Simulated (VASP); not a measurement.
# Cu (P6/mmm) in VASP: single point with PBE

Aim: the single point of Cu with PBE.

Everything below comes from runs of VASP 6.6.1. Logs are shortened: lines on timing, memory, paths and dates and some standing lists are left out, and cuts for length are marked.

### 1 The cell of the first run

Symmetry: P6/mmm, No. 191, hexagonal system. Conventional cell: a = 2.356 Å, b = 2.356 Å, c = 2.274 Å, α = 90.00°, β = 90.00°, γ = 120.00°. Within 3.0 Å of Cu (site symmetry 6/mmm) lie 8 Cu at 2.27 to 2.36 Å.

This isn't the form of Cu at room conditions, which is fcc.

### 2 Single point, PBE (10.93 Å³/atom)

File INCAR:

```
PREC     = Accurate       # precision mode
ENCUT    = 820            # plane-wave cutoff, eV
EDIFF    = 1E-6           # SCF threshold, eV
ISMEAR   = -1             # smearing method
SIGMA    = 0.05           # smearing width, eV
LREAL    = F              # projectors in reciprocal space
LASPH    = T              # aspherical terms in the spheres
NELM     = 120            # most SCF steps
ALGO     = Normal         # electronic algorithm
ISIF     = 2              # what is computed and relaxed
LWAVE    = F              # write WAVECAR
LCHARG   = F              # write CHGCAR
GGA      = PE             # functional
NBANDS   = 16             # bands
GGA_COMPAT= F
```

File KPOINTS:

```
regular mesh
0
Gamma
  17 17 16
```

File POSCAR:

```
Cu
1.0
    2.3556972622      0.0000000000      0.0000000000
   -1.1778486311      2.0400936727      0.0000000000
    0.0000000000      0.0000000000      2.2741441004
Cu
1
Direct
    0.0000000000      0.0000000000      0.0000000000
```

Potentials or basis: VASP PAW PBE potentials, release 64 (Cu_sv_GW).

Command:

```bash
> cat potpaw_PBE.64/Cu_sv_GW/POTCAR > POTCAR
> mpirun -np 1 vasp_std > vasp.out
```

OUTCAR:

```text
PREC = Accurate
   ENCUT = 820
   EDIFF = 1E-6
   ISMEAR = -1
   LREAL = F
   LASPH = T
   NELM = 120
   ISIF = 2
   GGA = PE

 ion  position               nearest neighbor table
   1  0.000  0.000  0.000-

  LATTYP: Found a hexagonal cell.
 ALAT       =     2.3556972622
 C/A-ratio  =     0.9653804574

  Lattice vectors:

 A1 = (   2.3556972622,   0.0000000000,   0.0000000000)
 A2 = (  -1.1778486311,   2.0400936727,   0.0000000000)
 A3 = (   0.0000000000,   0.0000000000,   2.2741441004)

Analysis of symmetry for initial positions (statically):
=====================================================================
 Subroutine PRICEL returns:
 Original cell was already a primitive cell.

 Routine SETGRP: Setting up the symmetry group for a
 hexagonal supercell.

 Subroutine GETGRP returns: Found 24 space group operations
 (whereof 24 operations were pure point group operations)
 out of a pool of 24 trial point group operations.

The static configuration has the point symmetry D_6h.

Analysis of symmetry for dynamics (positions and initial velocities):
=====================================================================
 Subroutine PRICEL returns:
 Original cell was already a primitive cell.

 Routine SETGRP: Setting up the symmetry group for a
 hexagonal supercell.

 Subroutine GETGRP returns: Found 24 space group operations
 (whereof 24 operations were pure point group operations)
 out of a pool of 24 trial point group operations.

The dynamic configuration has the point symmetry D_6h.

 Subroutine INISYM returns: Found 24 space group operations
 (whereof 24 operations are pure point group operations),
 and found     1 'primitive' translations

----------------------------------------------------------------------------------------

                                     Primitive cell

  volume of cell :      10.9292

  direct lattice vectors                    reciprocal lattice vectors
     2.355697262  0.000000000  0.000000000     0.424502764  0.245086785  0.000000000
    -1.177848631  2.040093673  0.000000000     0.000000000  0.490173571  0.000000000
     0.000000000  0.000000000  2.274144100     0.000000000  0.000000000  0.439725873

  length of vectors
     2.355697262  2.355697262  2.274144100     0.490173571  0.490173571  0.439725873

  position of ions in fractional coordinates (direct lattice)
     0.000000000  0.000000000  0.000000000

[... 64 lines left out ...]
   NGXF,Y,Z  is equivalent  to a cutoff of  33.87, 33.87, 35.09 a.u.
 SYSTEM =  unknown system
   PREC   = accura    normal or accurate (medium, high low for compatibility)
   ISTART =      0    job   : 0-new  1-cont  2-samecut
   ICHARG =      2    charge: 1-file 2-atom 10-const
   ISPIN  =      1    spin polarized calculation?
   LNONCOLLINEAR =      F non collinear calculations
   LSORBIT =      F    spin-orbit coupling
   LASPH  =      T    aspherical Exc in radial PAW
   ENCUT  =  820.0 eV  60.27 Ry    7.76 a.u.   5.50  5.50  5.31*2*pi/ulx,y,z
   NELM   =    120;   NELMIN=  2; NELMDL= -5     # of ELM steps
   EDIFF  = 0.1E-05   stopping-criterion for ELM
   LREAL  =      F    real-space projection
[... 7 lines left out ...]
   TEBEG  =    0.0;   TEEND  =   0.0 temperature during run
   PSTRESS=    0.0 pullay stress
   NELECT =      19.0000    total number of electrons
   NUPDOWN=      -1.0000    fix difference up-down
   EMIN   =  10.00;   EMAX   =-10.00  energy-range for DOS
   EFERMI =   0.00;   METHOD = LEGACY
   ISMEAR =    -1;   SIGMA  =   0.05  broadening in eV -4-tet -1-fermi 0-gaus
   EFERMI_NEDOS =   21; number of points for ismear=-14 and -15
   IALGO  =     38    algorithm
   IMIX   =      4    mixing-type and parameters
     AMIX     =   0.40;   BMIX     =  1.00
     AMIX_MAG =   1.60;   BMIX_MAG =  1.00
  volume/ion in A,a.u.               =      10.93        73.75
  Fermi-wavevector in a.u.,A,eV,Ry     =   1.968476  3.719881 52.721197  3.874899
  Thomas-Fermi vector in A             =   2.991706
   LORBIT       =      0    0 simple, 1 ext, 2 COOP (PROOUT), +10 PAW based schemes
   GGA     = PE    functional components
   LHFCALC =     F    Hartree Fock is set to
   AEXX    =    0.0000 exact exchange contribution
   IVDW    =     0    specifies the selected vdW correction
   LEPSILON=     F    determine dielectric tensor
   LRPA    =     F    only Hartree local field effects (RPA)
 non-spin polarized calculation
  energy-cutoff  :      820.00
  volume of cell :       10.93
 maximum number of plane-waves:       605
 NGX is ok and might be reduce to    24
   NGX = 11   NGY = 11   NGZ = 11

 number of electron      18.9999991 magnetization

 Free energy of the ion-electron system (eV)
  ---------------------------------------------------
  ext. energy  EPLUGINS =         0.00000000
  ---------------------------------------------------
  free energy    TOTEN  =        -3.35948480 eV

  energy without entropy =       -3.35788342  energy(sigma->0) =       -3.35868411

 E-fermi :   8.5396     XC(G=0): -13.8049

 val. band max:        8.5322600641   @ k =   0.2941   0.1765   0.1250
 cond. band min:       8.5414776585   @ k =   0.1765   0.0588   0.4375
 fundamental gap:      0.0092175944
 Fermi energy:         8.5395703621

 k-point     1 :       0.0000    0.0000    0.0000
  band No.  band energies     occupation
      1    -104.2687      2.00000
      2     -61.5483      2.00000
      3     -61.5483      2.00000
      4     -61.4979      2.00000
      5      -1.3918      2.00000
      6       3.6673      2.00000
[... 433 lines left out ...]
      3     -61.5948      2.00000
      4     -61.4830      2.00000
      5       1.8265      2.00000
      6       4.2525      2.00000
[... 8 lines left out ...]
     15      38.1364      0.00000
     16      41.0452      0.00000

 [... further k-points ...]

------------------------ aborting loop because EDIFF is reached ----------------------------------------

  FORCE on cell =-STRESS in cart. coord.  units (eV):
  Direction    XX          YY          ZZ          XY          YZ          ZX
  --------------------------------------------------------------------------------------
  -------------------------------------------------------------------------------------
  Total        2.0221755      2.0221755      2.0283007      0.0000000      0.0000000      0.0000000
  in kB      296.4434571    296.4434571    297.3413790      0.0000000      0.0000000      0.0000000
  external PRESSURE =     296.7427644 kB  Pullay stress =       0.0000000 kB

 VOLUME and BASIS-vectors are now :
 -----------------------------------------------------------------------------
  energy-cutoff  :      820.00
  volume of cell :       10.93
      direct lattice vectors                 reciprocal lattice vectors
     2.355697262  0.000000000  0.000000000     0.424502764  0.245086785  0.000000000
    -1.177848631  2.040093673  0.000000000     0.000000000  0.490173571  0.000000000
     0.000000000  0.000000000  2.274144100     0.000000000  0.000000000  0.439725873

 POSITION                                       TOTAL-FORCE (eV/Angst)
 -----------------------------------------------------------------------------------
      0.00000      0.00000      0.00000        -0.000000      0.000000      0.000000
 -----------------------------------------------------------------------------------
    total drift:                                0.000000      0.000000      0.000000

  FREE ENERGIE OF THE ION-ELECTRON SYSTEM (eV)
  ---------------------------------------------------
  free  energy   TOTEN  =        -3.3594847977 eV

  energy  without entropy=       -3.3578834241  energy(sigma->0) =       -3.35868411
```

OSZICAR:

```text
N       E                     dE             d eps       ncg     rms          rms(c)
DAV:   1     0.249772368783E+03    0.24977E+03   -0.15030E+04 12360   0.505E+03
DAV:   2     0.585051629387E+01   -0.24392E+03   -0.23169E+03 14160   0.989E+02
DAV:   3    -0.397675961781E+01   -0.98273E+01   -0.98013E+01 12912   0.197E+02
DAV:   4    -0.411435858313E+01   -0.13760E+00   -0.13759E+00 13240   0.162E+01
DAV:   5    -0.412288955662E+01   -0.85310E-02   -0.85310E-02 13736   0.443E+00    0.830E+00
DAV:   6    -0.380336982778E+01    0.31952E+00   -0.54070E+00 12296   0.181E+02    0.485E+00
DAV:   7    -0.337503536016E+01    0.42833E+00   -0.15817E+00 10712   0.960E+01    0.189E+00
DAV:   8    -0.335976966869E+01    0.15266E-01   -0.26790E-02 15616   0.379E+00    0.292E-01
DAV:   9    -0.335955931164E+01    0.21036E-03   -0.21168E-03 14936   0.326E+00    0.884E-02
DAV:  10    -0.335948513771E+01    0.74174E-04   -0.14959E-04 15376   0.844E-01    0.350E-03
DAV:  11    -0.335948479774E+01    0.33996E-06   -0.13352E-06  9888   0.253E-02
   1 F= -.33594848E+01 E0= -.33586841E+01  d E =-.160137E-02
```

Wall time 60 s (1 thread of Intel Xeon Platinum 8259CL at 2.50GHz (Skylake/Cascade Lake), shared host); peak memory 0.25 GiB.

What came out:

* Free energy: -3.3595 eV
* Pressure: 29.7 GPa
* Band gap on the k mesh: zero (an odd number of electrons rules out a gap without spin polarisation)

Caveat: the cell stands under pressure.
